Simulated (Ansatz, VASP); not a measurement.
**Two plane-wave programs on CdS**

```
Cd S
1.0
     4.09767    0.00000    0.00000
    -2.04883    3.54868    0.00000
     0.00000    0.00000    3.82831
Cd S
1 1
Direct
  0.00000 0.00000 0.53079
  0.66667 0.33333 0.34621
```

Alike in both runs: functional PBE; dispersion D3(BJ); k mesh 6 × 6 × 6; occupations gaussian, width 0.02 eV; no spin polarisation.

Ansatz relaxed the structure, and its values are those at the end. VASP's run is a single point on that final structure, the one shown.

|  | VASP | Ansatz |
| --- | --- | --- |
| version | VASP 6.6.1 | Ansatz 0.2.0 |
| potentials or method | VASP PAW PBE potentials, release 64 (Cd_sv_GW, S), cutoff 630 eV | scalar-relativistic, plane waves, PAW |
| valence electrons in the cell | 26 | 26 |

Ansatz gave:

* gap on the k mesh at the Fermi level (eV): 0.90
* least direct gap on the mesh (eV): 1.23
* pressure (GPa): 0.0

Problem. Which values does VASP return?

Solution. gap on the k mesh at the Fermi level (eV): 0.92; least direct gap on the mesh (eV): 1.24; pressure (GPa): -0.1.
